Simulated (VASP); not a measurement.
# In3SbAs2 (P3m1) in VASP: further runs, part 2 of 2

VASP 6.6.1.

## 3. Relaxation of cell and atoms, PBE

This run uses another cell than the first one, of 31.77 Å³/atom.

Contents of INCAR:

```
SYSTEM = In3SbAs2
PREC = Accurate ; ENCUT = 600
EDIFF = 1E-6 ; ISMEAR = 0
SIGMA = 0.1 ; LREAL = .FALSE.
LASPH = .TRUE. ; NELM = 100
ALGO = Fast ; ISIF = 3
LWAVE = .FALSE. ; LCHARG = .FALSE.
GGA = PE ; IBRION = 2
NSW = 100 ; EDIFFG = -0.01
```

Contents of KPOINTS:

```
Automatic mesh
0
G
  12 12 4
  0 0 0
```

Contents of POSCAR:

```
In3SbAs2
1.0
    4.4842622540      0.0000000000      0.0000000000
   -2.2421311270      3.8834850292      0.0000000000
    0.0000000000      0.0000000000     10.9468862968
In Sb As
3 1 2
Direct
    0.0000000000      0.0000000000      0.0006287492
    0.3333333333      0.6666666667      0.6793550703
    0.6666666667      0.3333333333      0.3199971348
    0.3333333333      0.6666666667      0.4182735867
    0.0000000000      0.0000000000      0.7553964496
    0.6666666667      0.3333333333      0.0763490094
```

Potentials or basis: VASP PAW PBE potentials, release 64 (In_d, Sb, As).

Started as:

```sh
$ cat potpaw_PBE.64/In_d/POTCAR potpaw_PBE.64/Sb/POTCAR potpaw_PBE.64/As/POTCAR > POTCAR
$ mpirun -np 1 vasp_std > vasp.out
```

OUTCAR:

```text
SYSTEM = In3SbAs2
   PREC = Accurate
   ENCUT = 600
   EDIFF = 1E-6
   ISMEAR = 0
   LREAL = .FALSE.
   LASPH = .TRUE.
   NELM = 100
   ISIF = 3
   GGA = PE
   IBRION = 2
   NSW = 100
   EDIFFG = -0.01

 ion  position               nearest neighbor table
   1  0.000  0.000  0.001-   5 2.68   6 2.72   6 2.72   6 2.72
   2  0.333  0.667  0.679-   5 2.72   5 2.72   5 2.72   4 2.86
   3  0.667  0.333  0.320-   6 2.67   4 2.80   4 2.80   4 2.80
   4  0.333  0.667  0.418-   3 2.80   3 2.80   3 2.80   2 2.86
   5  0.000  0.000  0.755-   1 2.68   2 2.72   2 2.72   2 2.72
   6  0.667  0.333  0.076-   3 2.67   1 2.72   1 2.72   1 2.72

  LATTYP: Found a hexagonal cell.
 ALAT       =     4.4842622540
 C/A-ratio  =     2.4411788778

  Lattice vectors:
[... 395 lines left out ...]
  ext. energy  EPLUGINS =         0.00000000
  ---------------------------------------------------
  free energy    TOTEN  =       -22.26315013 eV

  energy without entropy =      -22.26230453  energy(sigma->0) =      -22.26272733

 E-fermi :   4.3319     XC(G=0):  -8.6486

 val. band max:        4.2981572836   @ k =   0.0000   0.0000   0.0000
 cond. band min:       4.3936338679   @ k =   0.0000   0.0000   0.2500
 fundamental gap:      0.0954765843
 Fermi energy:         4.3319340788

 k-point     1 :       0.0000    0.0000    0.0000
  band No.  band energies     occupation
      1     -10.4328      2.00000
      2     -10.3868      2.00000
      3     -10.3674      2.00000
      4     -10.3674      2.00000
      5     -10.3378      2.00000
      6     -10.3378      2.00000
[... 829 lines left out ...]
     31       6.8903      0.00000
     32       7.9018      0.00000

 [... further k-points ...]

------------------------ aborting loop because EDIFF is reached ----------------------------------------

  FORCE on cell =-STRESS in cart. coord.  units (eV):
  Direction    XX          YY          ZZ          XY          YZ          ZX
  --------------------------------------------------------------------------------------
  -------------------------------------------------------------------------------------
  Total       -0.0118858     -0.0118858      0.0275793      0.0000000     -0.0000000     -0.0000000
  in kB       -0.0995641     -0.0995641      0.2310243      0.0000000     -0.0000000     -0.0000000
  external PRESSURE =       0.0106320 kB  Pullay stress =       0.0000000 kB
[... 21 lines left out ...]
  FREE ENERGIE OF THE ION-ELECTRON SYSTEM (eV)
  ---------------------------------------------------
  free  energy   TOTEN  =       -22.2631501309 eV

  energy  without entropy=      -22.2623045339  energy(sigma->0) =      -22.26272733

 reached required accuracy - stopping structural energy minimisation
```

CONTCAR:

```text
In3SbAs2
   1.00000000000000
     4.4827407225298526    0.0000000000000000   -0.0000000000000000
    -2.2413703612649263    3.8821673442941900    0.0000000000000000
    -0.0000000000000000    0.0000000000000000   10.9905264524991200
  In              Sb              As
     3     1     2
Direct
     0.0000000000000000    0.0000000000000000    0.0002352122288985
     0.3333333332999970    0.6666666667000030    0.6789601227572856
     0.6666666667000030    0.3333333332999970    0.3200587491094359
     0.3333333332999970    0.6666666667000030    0.4180918170189915
     0.0000000000000000    0.0000000000000000    0.7558848722587114
     0.6666666667000030    0.3333333332999970    0.0767692266266702

  0.00000000E+00  0.00000000E+00  0.00000000E+00
  0.00000000E+00  0.00000000E+00  0.00000000E+00
  0.00000000E+00  0.00000000E+00  0.00000000E+00
  0.00000000E+00  0.00000000E+00  0.00000000E+00
  0.00000000E+00  0.00000000E+00  0.00000000E+00
  0.00000000E+00  0.00000000E+00  0.00000000E+00
```

Run time: 58 min. Hardware: 1 thread of Oxide Virtual Turin-like, shared host; peak memory 0.67 GiB.

What came out:

```
Free energy                           : -22.2632 eV
Relaxed volume                        : 31.88 Å³/atom
Relaxed cell                          : a = 4.483 Å, b = 4.483 Å, c = 10.991 Å, α = 90.00°, β = 90.00°, γ = 120.00°
Space group after relaxing (to 0.1 Å) : P3m1 (No. 156)
Energy gained by relaxing             : 0.2 meV/atom
Ionic steps                           : 13
Pressure after relaxing               : 0.0 GPa
Largest force after relaxing          : 0.009 eV/Å
Band gap on the k mesh                : zero (filled and empty bands touch)
```

Forces in eV/Å, atoms in the order of the input:
```
In   0.000  0.000  0.009
In   0.000  0.000 -0.009
In   0.000  0.000  0.002
Sb   0.000  0.000  0.003
As   0.000  0.000 -0.008
As   0.000  0.000  0.002
```

The path:
```tsv
step	energy change (eV)	largest force (eV/Å)	pressure (GPa)	volume (Å³)
1	0.0000	0.0366	0.16	190.64
2	-0.0007	0.0320	-0.37	191.54
3	-0.0007	0.0292	-0.01	191.29
4	-0.0007	0.0303	-0.03	191.31
5	-0.0007	0.0302	-0.01	191.34
6	-0.0007	0.0304	-0.04	191.44
7	-0.0008	0.0216	-0.03	191.35
8	-0.0009	0.0176	0.02	191.19
9	-0.0009	0.0202	0.01	191.23
10	-0.0010	0.0117	0.01	191.27
11	-0.0010	0.0142	0.02	191.26
12	-0.0010	0.0123	0.01	191.27
13	-0.0010	0.0089	0.00	191.27
```

Final structure:
```
In Sb As
1.0
     4.48274    0.00000    0.00000
    -2.24137    3.88217    0.00000
     0.00000    0.00000   10.99053
In Sb As
3 1 2
Direct
  0.00000 0.00000 0.00024
  0.33333 0.66667 0.67896
  0.66667 0.33333 0.32006
  0.33333 0.66667 0.41809
  0.00000 0.00000 0.75588
  0.66667 0.33333 0.07677
```

Levels at points of the mesh, in eV from the Fermi level:
| k point | band 23 | band 24 | band 25 | band 26 | band 27 | band 28 | band 29 | band 30 | band 31 | band 32 |
| --- | --- | --- | --- | --- | --- | --- | --- | --- | --- | --- |
| (0.00, 0.00, 0.00) | -1.05 | -0.94 | -0.94 | -0.34 | -0.03 | -0.03 | 0.15 | 1.17 | 3.26 | 3.26 |
| (0.50, 0.00, 0.00) | -2.43 | -2.36 | -2.24 | -1.73 | -1.26 | 1.21 | 1.45 | 1.47 | 1.83 | 3.52 |
| (0.00, 0.00, 0.50) | -1.32 | -0.83 | -0.83 | -0.13 | -0.13 | 0.12 | 0.31 | 1.39 | 3.35 | 3.64 |
| (0.50, 0.00, 0.50) | -2.74 | -2.33 | -1.99 | -1.19 | -1.07 | 0.34 | 1.41 | 1.80 | 2.53 | 2.77 |

Caveat: semilocal functionals underestimate gaps, so a narrow gap can read as zero; spin-orbit coupling is left out, which moves the levels of the heavy elements.
